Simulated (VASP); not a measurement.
Cd:

```
CELL_PARAMETERS angstrom
3.01485 0.00000 0.00000
-1.50743 2.61094 0.00000
0.00000 0.00000 5.82764
ATOMIC_POSITIONS crystal
Cd 0.33333 0.66667 0.25000
Cd 0.66667 0.33333 0.75000
```

| Property | Result |
| --- | --- |
| Program | VASP 6.6.1 |
| Task | relaxation of cell and atoms |
| Functional | PBEsol |
| Potentials or basis | VASP PAW PBE potentials, release 64 (Cd) |
| Cutoff | 600 eV |
| k mesh | 18 × 18 × 8 |
| Occupations | gaussian, width 0.1 eV |
| Spin | no spin polarisation |

At the start: pressure -3.8 GPa; volume 22.94 Å³/atom.

Q: Where does the relaxation end?

A: Over 10 steps the energy falls by 22.7 meV/atom and the volume is 21.14 Å³/atom (-7.9 %); space group P6_3/mmc (No. 194, to 0.1 Å) before and after.

The path:
| step | energy change (eV) | largest force (eV/Å) | pressure (GPa) | volume (Å³) |
| --- | --- | --- | --- | --- |
| 1 | 0.0000 | 0.0000 | -3.80 | 45.87 |
| 2 | -0.0427 | 0.0000 | 0.39 | 42.35 |
| 3 | -0.0431 | 0.0000 | -0.08 | 42.64 |
| 4 | -0.0444 | 0.0000 | -0.05 | 42.52 |
| 5 | -0.0453 | 0.0000 | 0.00 | 42.33 |
| 6 | -0.0454 | 0.0000 | 0.03 | 42.27 |
| 7 | -0.0454 | 0.0000 | 0.03 | 42.23 |
| 8 | -0.0454 | 0.0000 | 0.05 | 42.22 |
| 9 | -0.0454 | 0.0000 | 0.04 | 42.22 |
| 10 | -0.0454 | 0.0000 | -0.01 | 42.27 |

Final structure:
```xyz
2
Lattice="2.9519 0.0000 0.0000 -1.4759 2.5564 0.0000 0.0000 0.0000 5.6017" Properties=species:S:1:pos:R:3 pbc="T T T"
Cd    0.0000    1.7043    1.4004
Cd    1.4759    0.8521    4.2012
```

Caveat: the PAW data sets were made with another functional, which shifts forces and pressure a little.
